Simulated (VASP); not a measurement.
# AlC (P-3m1) in VASP: further runs, part 3 of 3

VASP 6.6.1. The steps go on from the part before.

## 5. Relaxation of cell and atoms, PBE

This run uses another cell than the first one, of 12.25 Å³/atom, 0.864 times its volume.

Contents of INCAR:

```
SYSTEM = AlC
  PREC = Accurate
  ENCUT = 600
  EDIFF = 1E-7
  ISMEAR = 0
  SIGMA = 0.1
  LREAL = .FALSE.
  LASPH = .TRUE.
  NELM = 120
  ALGO = Normal
  ISIF = 3
  LWAVE = .FALSE.
  LCHARG = .FALSE.
  GGA = PE
  IBRION = 2
  NSW = 90
  EDIFFG = -0.04
  GGA_COMPAT = .FALSE.
  NELMIN = 4
```

Contents of KPOINTS:

```
Automatic mesh
0
G
  6 6 4
  0 0 0
```

Contents of POSCAR:

```
AlC
1.0
    3.1272155867      0.0000000000      0.0000000000
   -1.5636077933      2.7082481412      0.0000000000
    0.0000000000      0.0000000000      5.7843174126
Al C
2 2
Direct
    0.6666666667      0.3333333333      0.7072790857
    0.3333333333      0.6666666667      0.2927209143
    0.0000000000      0.0000000000      0.1171193914
    0.0000000000      0.0000000000      0.8828806086
```

Launch:

```
$ cat potpaw_PBE.64/Al/POTCAR potpaw_PBE.64/C/POTCAR > POTCAR
$ mpirun -np 1 vasp_std > vasp.out
```

Wall time 35 s (1 thread of Intel Xeon 6975P-C (Granite Rapids), shared host); peak memory 0.19 GiB.

The run converged. Its results:

| Item | Value |
| --- | --- |
| Free energy | -24.5282 eV |
| Relaxed volume | 12.15 Å³/atom |
| Relaxed cell | a = 3.113 Å, b = 3.113 Å, c = 5.794 Å, α = 90.00°, β = 90.00°, γ = 120.00° |
| Space group after relaxing (to 0.05 Å) | P-3m1 (No. 164) |
| Energy gained by relaxing | 1.8 meV/atom |
| Ionic steps | 8 |
| Pressure after relaxing | 0.2 GPa |
| Largest force after relaxing | 0.032 eV/Å |
| Band gap on the k mesh | zero (band 7 reaches 9.82 eV, above the bottom of band 8 at 6.22 eV) |

Forces in eV/Å, atoms in the order of the input:
```
Al   0.000  0.000 -0.032
Al   0.000  0.000  0.032
C    0.000  0.000  0.030
C    0.000  0.000 -0.030
```

Stress tensor (GPa, compression positive):
```
0.20 0.00 0.00
0.00 0.20 0.00
0.00 0.00 0.30
```

The path:
| step | energy change (eV) | largest force (eV/Å) | pressure (GPa) | volume (Å³) |
| --- | --- | --- | --- | --- |
| 1 | 0.0000 | 0.4066 | -0.39 | 48.99 |
| 2 | 0.0189 | 1.6144 | 1.92 | 48.78 |
| 3 | -0.0029 | 0.2030 | 0.19 | 48.93 |
| 4 | -0.0067 | 0.0816 | -0.49 | 48.94 |
| 5 | -0.0067 | 0.0815 | -0.48 | 48.94 |
| 6 | -0.0069 | 0.1719 | -0.25 | 48.72 |
| 7 | -0.0071 | 0.0758 | -0.34 | 48.81 |
| 8 | -0.0073 | 0.0325 | 0.23 | 48.62 |

Final structure:
```cif
data_structure
_symmetry_space_group_name_H-M 'P 1'
_symmetry_Int_Tables_number 1
_cell_length_a 3.1126
_cell_length_b 3.1126
_cell_length_c 5.7945
_cell_angle_alpha 90.000
_cell_angle_beta 90.000
_cell_angle_gamma 120.000
_cell_volume 48.62
loop_
_atom_site_label
_atom_site_type_symbol
_atom_site_fract_x
_atom_site_fract_y
_atom_site_fract_z
_atom_site_occupancy
Al1 Al 0.66667 0.33333 0.70438 1
Al2 Al 0.33333 0.66667 0.29562 1
C1 C 0.00000 0.00000 0.11592 1
C2 C 0.00000 0.00000 0.88408 1
```

Levels at points of the mesh, in eV from the Fermi level:
| k point | band 5 | band 6 | band 7 | band 8 | band 9 | band 10 |
| --- | --- | --- | --- | --- | --- | --- |
| (0.00, 0.00, 0.00) | -2.05 | -2.05 | 2.99 | 2.99 | 3.91 | 5.63 |
| (0.50, 0.00, 0.00) | -3.27 | -3.22 | -2.12 | 0.95 | 1.58 | 4.56 |
| (0.00, 0.00, 0.50) | -2.03 | -2.03 | 2.86 | 2.86 | 5.10 | 6.07 |
| (0.50, 0.00, 0.50) | -4.78 | -3.18 | -0.15 | 0.71 | 1.25 | 4.18 |

Caveat: the k points lie up to 0.39 Å⁻¹ apart in the final cell.

## 6. Single point, PBE

This run uses another cell than the first one: it holds 8 atoms, not 4.

Contents of INCAR:

```
PREC = Accurate
ENCUT = 600
EDIFF = 1E-6
ISMEAR = 0
SIGMA = 0.2
LREAL = F
LASPH = T
NELM = 120
ALGO = Normal
ISIF = 2
LWAVE = F
LCHARG = F
GGA = PE
NBANDS = 24
GGA_COMPAT = F
```

Contents of KPOINTS:

```
Automatic mesh
0
Gamma
  12 12 1
```

Contents of POSCAR:

```
AlC
1.0
    2.5640065907      0.0000000000      0.0000000000
   -1.2820032953      2.2204948430      0.0000000000
    0.0000000000      0.0000000000     21.7413628790
Al C
4 4
Direct
    0.3333333333      0.6666666667      0.1928777707
    0.3333333333      0.6666666667      0.6928777707
    0.6666666667      0.3333333333      0.3071222293
    0.6666666667      0.3333333333      0.8071222293
    0.3333333333      0.6666666667      0.0000021970
    0.3333333333      0.6666666667      0.5000021970
    0.6666666667      0.3333333333      0.4999978030
    0.6666666667      0.3333333333      0.9999978030
```

Potentials or basis: VASP PAW PBE potentials, release 64 (Al, C).

Launch:

```
$ cat potpaw_PBE.64/Al/POTCAR potpaw_PBE.64/C/POTCAR > POTCAR
$ mpirun -np 1 vasp_std > vasp.out
```

Run time: 34 s. Hardware: 1 thread of Intel Xeon 6975P-C (Granite Rapids), shared host; peak memory 0.26 GiB.

Results (log left out):

```yaml
Free_energy: -49.6721 eV
Pressure: 0.0 GPa
Largest_force: 0.083 eV/Å
Band_gap_on_the_k_mesh: zero (band 14 reaches 5.70 eV, above the bottom of band 15 at 4.24 eV)
```

Forces in eV/Å, atoms in the order of the input:
```
Al   0.000  0.000 -0.083
Al   0.000  0.000 -0.083
Al   0.000  0.000  0.083
Al   0.000  0.000  0.083
C    0.000  0.000  0.004
C    0.000  0.000  0.004
C    0.000  0.000 -0.004
C    0.000  0.000 -0.004
```

Stress tensor (GPa, compression positive):
```
-0.19  0.00  0.00
 0.00 -0.19  0.00
 0.00  0.00  0.38
```

Levels at points of the mesh, in eV from the Fermi level:
```
           k point  band 12  band 13  band 14  band 15  band 16  band 17
(0.00, 0.00, 0.00)    -3.41    -3.41    -3.41     0.42     0.86     3.67
(0.50, 0.00, 0.00)    -2.53    -1.55    -1.54    -0.74    -0.70     1.16
```

## 7. Single point, PBE, collinear spin, ferromagnetic start

This run uses another cell than the first one, of 12.25 Å³/atom, 0.864 times its volume.

Contents of INCAR:

```
SYSTEM = AlC
PREC = Accurate ; ENCUT = 600
EDIFF = 1E-6 ; ISMEAR = 0
SIGMA = 0.1 ; LREAL = .False.
LASPH = .True. ; NELM = 200
ALGO = Normal ; ISIF = 2
LWAVE = .False. ; LCHARG = .False.
ISPIN = 2 ; MAGMOM = 0 0 1 1
LORBIT = 11 ; GGA = PE
NBANDS = 19 ; GGA_COMPAT = .False.
```

Contents of KPOINTS:

```
regular mesh
0
Gamma
  6 6 4
  0 0 0
```

Contents of POSCAR:

```
AlC
1.0
    3.1272155867      0.0000000000      0.0000000000
   -1.5636077933      2.7082481412      0.0000000000
    0.0000000000      0.0000000000      5.7843174126
Al C
2 2
Direct
    0.6666666667      0.3333333333      0.7072790857
    0.3333333333      0.6666666667      0.2927209143
    0.0000000000      0.0000000000      0.1171193914
    0.0000000000      0.0000000000      0.8828806086
```

Launch:

```
$ cat potpaw_PBE.64/Al/POTCAR potpaw_PBE.64/C/POTCAR > POTCAR
$ mpirun -np 1 vasp_std > vasp.out
```

Wall time 23 s (1 thread of Intel Xeon 6975P-C (Granite Rapids), shared host); peak memory 0.22 GiB.

The run converged. Its results:

```yaml
Free_energy: -24.5209 eV
Pressure: -0.4 GPa
Largest_force: 0.408 eV/Å
Band_gap_on_the_k_mesh: zero (filled and empty bands overlap)
Net_moment: 0.00 μB per cell
Valence_electrons_inside_the_program's_atomic_spheres: Al 0.77; C 2.51
```

Forces in eV/Å, atoms in the order of the input:
```
Al   0.000  0.000 -0.201
Al   0.000  0.000  0.201
C    0.000  0.000 -0.408
C    0.000  0.000  0.408
```

Levels at points of the mesh, in eV from the Fermi level:
Spin up:
```
           k point  band 4  band 5  band 6  band 7  band 8  band 9  band 10  band 11
(0.00, 0.00, 0.00)   -2.13   -2.13   -2.09    2.81    2.81    3.99     5.41     8.32
(0.50, 0.00, 0.00)   -5.66   -3.32   -3.29   -2.02    1.06    1.44     4.47     6.39
(0.00, 0.00, 0.50)   -4.21   -2.10   -2.10    2.68    2.68    5.08     5.97     8.53
(0.50, 0.00, 0.50)   -4.91   -4.75   -3.24   -0.04    0.75    1.12     4.23     4.89
```
Spin down:
```csv
k point,band 5,band 6,band 7,band 8,band 9,band 10
"(0.00, 0.00, 0.00)",-2.13,-2.09,2.81,2.81,3.99,5.41
"(0.50, 0.00, 0.00)",-3.32,-3.29,-2.02,1.06,1.44,4.47
"(0.00, 0.00, 0.50)",-2.10,-2.10,2.68,2.68,5.08,5.97
"(0.50, 0.00, 0.50)",-4.75,-3.24,-0.04,0.75,1.12,4.23
```

Caveat: the k points lie up to 0.39 Å⁻¹ apart.

## 8. Summary

| task | spin | cell | k mesh | smearing | gap on the mesh (eV) | pressure (GPa) | moment (μB) | relaxed volume (Å³/atom) | largest force (eV/Å) |
| --- | --- | --- | --- | --- | --- | --- | --- | --- | --- |
| single point | collinear, ferromagnetic start | a = 2.559, b = 2.559, c = 10.001 Å, angles 90.0, 90.0, 120.0°, 4 atoms | 6 × 6 × 2 | gaussian 0.1 eV | none | 0.5 | 0.21 | - | 0.29 |
| relaxation of cell and atoms | off | relaxed from a = 2.600, b = 2.600, c = 9.200 Å, angles 90.0, 90.0, 120.0°, 4 atoms | 8 × 8 × 2 | gaussian 0.2 eV | none | -0.1 | - | 14.92 | 0.07 |
| relaxation of cell and atoms | off | relaxed from a = 3.200, b = 3.200, c = 6.100 Å, angles 90.0, 90.0, 120.0°, 4 atoms | 7 × 7 × 3 | gaussian 0.2 eV | none | 0.2 | - | 12.21 | 0.02 |
| relaxation of cell and atoms | off | relaxed from a = 3.127, b = 3.127, c = 5.784 Å, angles 90.0, 90.0, 120.0°, 4 atoms | 6 × 6 × 4 | gaussian 0.1 eV | none | 0.2 | - | 12.15 | 0.03 |
| single point | off | a = 2.564, b = 2.564, c = 21.741 Å, angles 90.0, 90.0, 120.0°, 8 atoms | 12 × 12 × 1 | gaussian 0.2 eV | none | 0.0 | - | - | 0.08 |
| single point | collinear, ferromagnetic start | a = 3.127, b = 3.127, c = 5.784 Å, angles 90.0, 90.0, 120.0°, 4 atoms | 6 × 6 × 4 | gaussian 0.1 eV | none | -0.4 | 0.00 | - | 0.41 |

Alike in all rows: level PBE; potentials or basis VASP PAW PBE potentials, release 64 (Al, C); cutoff (eV) 600.

Caveats: some runs use coarse meshes; the relaxation stopped at a loose force limit of 0.08 eV/Å, so its end isn't a converged minimum (some runs).

Total energies depend on the potentials used, so only differences within one code and one set of settings carry meaning.
